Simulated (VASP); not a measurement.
A run of VASP 6.6.1 is set up as follows.

Contents of INCAR:

```
SYSTEM = Ag
ALGO = Normal
EDIFF = 1E-6
ENCUT = 520
GGA = PS
ISIF = 2
ISMEAR = -1
LASPH = .TRUE.
LCHARG = .TRUE.
LELF = .TRUE.
LREAL = .FALSE.
LVHAR = .TRUE.
LWAVE = .FALSE.
NBANDS = 18
NELM = 80
PREC = Accurate
SIGMA = 0.05
```

KPOINTS

```
k-points
0
G
  15 15 8
  0 0 0
```

The input POSCAR:

```
Ag
1.0
    2.8507817729      0.0000000000      0.0000000000
   -1.4253908865      2.4688494359      0.0000000000
    0.0000000000      0.0000000000      4.7371444194
Ag
2
Direct
    0.3333333333      0.6666666667      0.2500000000
    0.6666666667      0.3333333333      0.7500000000
```

Potentials or basis: VASP PAW PBE potentials, release 64 (Ag).

Command:

```bash
$ cat potpaw_PBE.64/Ag/POTCAR > POTCAR
$ mpirun -np 1 vasp_std > vasp.out
```

**Question.** What does it give for the pressure?

**Answer.** -0.2 GPa.

**Question.** What does it give for the band gap on the k mesh?

**Answer.** Zero (bands 11 and 12 overlap by 7.60 eV).

Caveat: the PAW data sets were made with another functional, which shifts forces and pressure a little.
